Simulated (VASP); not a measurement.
# Rb (Pm-3m) in VASP: further runs

Rb is run at these levels: revPBE; tasks: single point.

Program: VASP 6.6.1. These are calculated values, not measurements. Logs are shortened: lines on timing, memory, paths and dates and some standing lists are left out, and cuts for length are marked.

## 1. The cell of the first run

It takes space group Pm-3m (No. 221, cubic). Conventional cell: a = 4.629 Å, b = 4.629 Å, c = 4.629 Å, α = 90.00°, β = 90.00°, γ = 90.00°.

## 2. Single point, revPBE (volume scaled by 0.92)

Input file INCAR:

```
PREC = Accurate
ENCUT = 520
EDIFF = 1E-7
ISMEAR = -1
SIGMA = 0.1
LREAL = F
LASPH = T
NELM = 60
ALGO = Normal
ISIF = 2
LWAVE = F
LCHARG = T
GGA = RE
LELF = T
LVHAR = T
NBANDS = 10
```

Input file KPOINTS:

```
regular mesh
0
Gamma
  8 8 8
```

Input file POSCAR:

```
Rb
1.0
    4.6287233120      0.0000000000      0.0000000000
    0.0000000000      4.6287233120      0.0000000000
    0.0000000000      0.0000000000      4.6287233120
Rb
1
Direct
    0.0000000000      0.0000000000      0.0000000000
```

Potentials or basis: VASP PAW PBE potentials, release 64 (Rb_sv).

Started as:

```bash
$ cat potpaw_PBE.64/Rb_sv/POTCAR > POTCAR
$ mpirun -np 1 vasp_std > vasp.out
```

OUTCAR:

```text
PREC = Accurate
   ENCUT = 520
   EDIFF = 1E-7
   ISMEAR = -1
   LREAL = F
   LASPH = T
   NELM = 60
   ISIF = 2
   GGA = RE

 ion  position               nearest neighbor table
   1  0.000  0.000  0.000-

  LATTYP: Found a simple cubic cell.
 ALAT       =     4.6287233120

  Lattice vectors:

 A1 = (   4.6287233120,   0.0000000000,   0.0000000000)
 A2 = (   0.0000000000,   4.6287233120,   0.0000000000)
 A3 = (   0.0000000000,   0.0000000000,   4.6287233120)

Analysis of symmetry for initial positions (statically):
=====================================================================
 Subroutine PRICEL returns:
 Original cell was already a primitive cell.

 Routine SETGRP: Setting up the symmetry group for a
 simple cubic supercell.

 Subroutine GETGRP returns: Found 48 space group operations
 (whereof 48 operations were pure point group operations)
 out of a pool of 48 trial point group operations.

The static configuration has the point symmetry O_h .

Analysis of symmetry for dynamics (positions and initial velocities):
=====================================================================
 Subroutine PRICEL returns:
 Original cell was already a primitive cell.

 Routine SETGRP: Setting up the symmetry group for a
 simple cubic supercell.

 Subroutine GETGRP returns: Found 48 space group operations
 (whereof 48 operations were pure point group operations)
 out of a pool of 48 trial point group operations.

The dynamic configuration has the point symmetry O_h .

 Subroutine INISYM returns: Found 48 space group operations
 (whereof 48 operations are pure point group operations),
 and found     1 'primitive' translations

----------------------------------------------------------------------------------------

                                     Primitive cell

  volume of cell :      99.1708

  direct lattice vectors                    reciprocal lattice vectors
     4.628723312  0.000000000  0.000000000     0.216042293  0.000000000  0.000000000
     0.000000000  4.628723312  0.000000000     0.000000000  0.216042293  0.000000000
     0.000000000  0.000000000  4.628723312     0.000000000  0.000000000  0.216042293

  length of vectors
     4.628723312  4.628723312  4.628723312     0.216042293  0.216042293  0.216042293

  position of ions in fractional coordinates (direct lattice)
     0.000000000  0.000000000  0.000000000

  ion indices of the primitive-cell ions
   primitive index   ion index
                 1           1

----------------------------------------------------------------------------------------

 KPOINTS: regular mesh

Automatic generation of k-mesh.
 Grid dimensions read from file:
 generate k-points for:    8    8    8

 Generating k-lattice:

  Cartesian coordinates                     Fractional coordinates (reciprocal lattice)
     0.027005287  0.000000000  0.000000000     0.125000000  0.000000000  0.000000000
     0.000000000  0.027005287  0.000000000     0.000000000  0.125000000  0.000000000
     0.000000000  0.000000000  0.027005287     0.000000000  0.000000000  0.125000000

  Length of vectors
     0.027005287  0.027005287  0.027005287

  Shift w.r.t. Gamma in fractional coordinates (k-lattice)
     0.000000000  0.000000000  0.000000000

 Subroutine IBZKPT returns following result:
 ===========================================

 Found     35 irreducible k-points:

 Following reciprocal coordinates:
            Coordinates               Weight
  0.000000  0.000000  0.000000      1.000000
  0.125000  0.000000  0.000000      6.000000
  0.250000  0.000000  0.000000      6.000000
  0.375000  0.000000  0.000000      6.000000
  0.500000  0.000000  0.000000      3.000000
  0.125000  0.125000  0.000000     12.000000
[... 16 lines left out ...]
  0.375000  0.375000  0.125000     24.000000
  0.500000  0.375000  0.125000     24.000000
 [... further k-points ...]
   k-points           NKPTS =     35   k-points in BZ     NKDIM =     35   number of bands    NBANDS=     10
   number of dos      NEDOS =    301   number of ions     NIONS =      1
   total plane-waves  NPLWV =  46656
   dimension x,y,z NGX =    36 NGY =   36 NGZ =   36
   dimension x,y,z NGXF=    72 NGYF=   72 NGZF=   72
   ions per type =               1
   NGX,Y,Z   is equivalent  to a cutoff of  12.93, 12.93, 12.93 a.u.
   NGXF,Y,Z  is equivalent  to a cutoff of  25.86, 25.86, 25.86 a.u.
 SYSTEM =  unknown system
   PREC   = accura    normal or accurate (medium, high low for compatibility)
   ISTART =      0    job   : 0-new  1-cont  2-samecut
   ICHARG =      2    charge: 1-file 2-atom 10-const
   ISPIN  =      1    spin polarized calculation?
   LNONCOLLINEAR =      F non collinear calculations
   LSORBIT =      F    spin-orbit coupling
   LASPH  =      T    aspherical Exc in radial PAW
   ENCUT  =  520.0 eV  38.22 Ry    6.18 a.u.   8.61  8.61  8.61*2*pi/ulx,y,z
   NELM   =     60;   NELMIN=  2; NELMDL= -5     # of ELM steps
   EDIFF  = 0.1E-06   stopping-criterion for ELM
   LREAL  =      F    real-space projection
   EDIFFG = 0.1E-05   stopping-criterion for IOM
   NSW    =      0    number of steps for IOM
   IBRION =     -1    ionic relax: 0-MD 1-quasi-New 2-CG
   NFREE  =      0    steps in history (QN), initial steepest desc. (CG)
   ISIF   =      2    stress and relaxation
   ISYM   =      2    0-nonsym 1-usesym 2-fastsym
   POTIM  = 0.5000    time-step for ionic-motion
   TEBEG  =    0.0;   TEEND  =   0.0 temperature during run
   PSTRESS=    0.0 pullay stress
   NELECT =       9.0000    total number of electrons
   NUPDOWN=      -1.0000    fix difference up-down
   EMIN   =  10.00;   EMAX   =-10.00  energy-range for DOS
   EFERMI =   0.00;   METHOD = LEGACY
   ISMEAR =    -1;   SIGMA  =   0.10  broadening in eV -4-tet -1-fermi 0-gaus
   EFERMI_NEDOS =   21; number of points for ismear=-14 and -15
   IALGO  =     38    algorithm
   IMIX   =      4    mixing-type and parameters
     AMIX     =   0.40;   BMIX     =  1.00
     AMIX_MAG =   1.60;   BMIX_MAG =  1.00
  volume/ion in A,a.u.               =      99.17       669.24
  Fermi-wavevector in a.u.,A,eV,Ry     =   0.735689  1.390251  7.364000  0.541239
  Thomas-Fermi vector in A             =   1.828947
   LORBIT       =      0    0 simple, 1 ext, 2 COOP (PROOUT), +10 PAW based schemes
   GGA     = RE    functional components
   LHFCALC =     F    Hartree Fock is set to
   AEXX    =    0.0000 exact exchange contribution
   IVDW    =     0    specifies the selected vdW correction
   LEPSILON=     F    determine dielectric tensor
   LRPA    =     F    only Hartree local field effects (RPA)
 non-spin polarized calculation
  energy-cutoff  :      520.00
  volume of cell :       99.17
 maximum number of plane-waves:      2721
 NGX is ok and might be reduce to    36
   NGX = 17   NGY = 17   NGZ = 17

 number of electron       9.0000000 magnetization

 Free energy of the ion-electron system (eV)
  ---------------------------------------------------
  ext. energy  EPLUGINS =         0.00000000
  ---------------------------------------------------
  free energy    TOTEN  =        -0.75234648 eV

  energy without entropy =       -0.72473880  energy(sigma->0) =       -0.73854264

 E-fermi :  -0.0338     XC(G=0):  -5.1442

 val. band max:       -0.1584645651   @ k =   0.5000   0.0000   0.0000
 cond. band min:      -0.0049206447   @ k =   0.5000   0.1250   0.0000
 fundamental gap:      0.1535439204
 Fermi energy:        -0.0338241177

 k-point     1 :       0.0000    0.0000    0.0000
  band No.  band energies     occupation
      1     -29.1921      2.00000
      2     -13.2319      2.00000
      3     -13.2319      2.00000
      4     -13.2319      2.00000
      5      -1.8944      2.00000
      6       2.3243      0.00000
      7       2.3243      0.00000
      8       5.6189      0.00000
      9       5.6189      0.00000
     10       5.6211      0.00000

 k-point     2 :       0.1250    0.0000    0.0000
  band No.  band energies     occupation
      1     -29.1915      2.00000
      2     -13.2487      2.00000
      3     -13.2305      2.00000
      4     -13.2305      2.00000
      5      -1.7595      2.00000
      6       2.2311      0.00000
      7       2.3922      0.00000
      8       5.0436      0.00000
      9       5.0436      0.00000
     10       5.1258      0.00000

 k-point     3 :       0.2500    0.0000    0.0000
  band No.  band energies     occupation
      1     -29.1900      2.00000
      2     -13.2889      2.00000
      3     -13.2271      2.00000
      4     -13.2271      2.00000
      5      -1.3704      2.00000
      6       1.7617      0.00000
      7       2.5757      0.00000
      8       4.5124      0.00000
      9       4.5124      0.00000
     10       4.9865      0.00000

 k-point     4 :       0.3750    0.0000    0.0000
  band No.  band energies     occupation
      1     -29.1885      2.00000
      2     -13.3284      2.00000
      3     -13.2237      2.00000
      4     -13.2237      2.00000
      5      -0.7693      1.99872
      6       0.9426      0.00011
      7       2.7990      0.00000
      8       4.1663      0.00000
      9       4.1663      0.00000
     10       5.6156      0.00000
[... 222 lines left out ...]
 k-point    22 :       0.5000    0.2500    0.1250
  band No.  band energies     occupation
      1     -29.1853      2.00000
      2     -13.3354      2.00000
      3     -13.2752      2.00000
      4     -13.2334      2.00000
      5       0.5017      0.00940
      6       0.5753      0.00452
      7       2.8202      0.00000
      8       3.0531      0.00000
      9       4.1112      0.00000
     10       4.5059      0.00000

 k-point    23 :       0.3750    0.3750    0.1250
  band No.  band energies     occupation
      1     -29.1844      2.00000
      2     -13.3155      2.00000
      3     -13.3141      2.00000
      4     -13.2314      2.00000
      5       0.3102      0.06215
      6       1.5486      0.00000
      7       2.0561      0.00000
      8       3.0363      0.00000
      9       4.0899      0.00000
     10       4.4517      0.00000

 k-point    24 :       0.5000    0.3750    0.1250
  band No.  band energies     occupation
      1     -29.1838      2.00000
      2     -13.3304      2.00000
      3     -13.3129      2.00000
      4     -13.2299      2.00000
      5       0.7265      0.00100
      6       1.2065      0.00001
      7       2.2540      0.00000
      8       2.6607      0.00000
      9       4.3096      0.00000
     10       4.3770      0.00000

 [... further k-points ...]
[... 5 lines left out ...]
  --------------------------------------------------------------------------------------
  -------------------------------------------------------------------------------------
  Total        0.1098346      0.1098346      0.1098346      0.0000000      0.0000000      0.0000000
  in kB        1.7744593      1.7744593      1.7744593      0.0000000      0.0000000      0.0000000
  external PRESSURE =       1.7744593 kB  Pullay stress =       0.0000000 kB

 VOLUME and BASIS-vectors are now :
 -----------------------------------------------------------------------------
  energy-cutoff  :      520.00
  volume of cell :       99.17
      direct lattice vectors                 reciprocal lattice vectors
     4.628723312  0.000000000  0.000000000     0.216042293  0.000000000  0.000000000
     0.000000000  4.628723312  0.000000000     0.000000000  0.216042293  0.000000000
     0.000000000  0.000000000  4.628723312     0.000000000  0.000000000  0.216042293

 POSITION                                       TOTAL-FORCE (eV/Angst)
 -----------------------------------------------------------------------------------
      0.00000      0.00000      0.00000         0.000000      0.000000      0.000000
 -----------------------------------------------------------------------------------
    total drift:                               -0.000000     -0.000000     -0.000000

  FREE ENERGIE OF THE ION-ELECTRON SYSTEM (eV)
  ---------------------------------------------------
  free  energy   TOTEN  =        -0.7523464839 eV

  energy  without entropy=       -0.7247387989  energy(sigma->0) =       -0.73854264
```

Run time: 27 s. Hardware: 1 thread of AMD EPYC 9R45 (Zen 5), shared host; peak memory 0.17 GiB.

What came out:

| Property | Result |
| --- | --- |
| Free energy | -0.7523 eV |
| Pressure | 0.2 GPa |

Levels at points of the mesh, in eV from the Fermi level:
```csv
k point,band 2,band 3,band 4,band 5,band 6,band 7
"(0.00, 0.00, 0.00)",-13.20,-13.20,-13.20,-1.86,2.36,2.36
"(0.50, 0.00, 0.00)",-13.31,-13.19,-13.19,-0.12,0.26,2.94
"(0.50, 0.50, 0.00)",-13.30,-13.30,-13.18,0.80,1.71,2.06
"(0.50, 0.50, 0.50)",-13.28,-13.28,-13.28,1.81,1.81,1.81
```

Caveat: the PAW data sets were made with another functional, which shifts forces and pressure a little.

(Part 1 of 2 ends here.)
